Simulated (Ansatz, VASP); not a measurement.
## Two plane-wave programs on AlO5

```
Al O
1.0
    -1.89077    1.89077    3.69948
     1.89077   -1.89077    3.69948
     1.89077    1.89077   -3.69948
Al O
1 5
Cartesian
  0.0000 0.0000 0.0000
  1.8908 0.0000 1.1584
  1.8908 0.0000 2.5410
  0.0000 1.8908 2.5410
  0.0000 1.8908 1.1584
  0.0000 0.0000 3.6995
```

Alike in both runs: functional PBE; k mesh 5 × 5 × 5; occupations gaussian, width 0.2 eV; no spin polarisation.

Ansatz relaxed the structure, and its values are those at the end. VASP's run is a single point on that final structure, the one shown.

```csv
,VASP,Ansatz
version,VASP 6.6.1,Ansatz 0.2.0
potentials or method,"VASP PAW PBE potentials, release 64 (Al, O), cutoff 600 eV","scalar-relativistic, plane waves, PAW"
valence electrons in the cell,33,33
```

```tsv
	VASP	Ansatz	Ansatz less VASP
gap on the k mesh at the Fermi level (eV)	none	none	-
pressure (GPa)	0.2	0.0	-0.22
rms of the force components (eV/Å)	0.143	0.004	-0.1391
```

A gap of «none» marks a metal or a gap that the smearing closes. The functional is the same, so the differences come from potentials, cutoffs and numerics.

The k mesh is coarse, so the values compare programs but aren't converged.
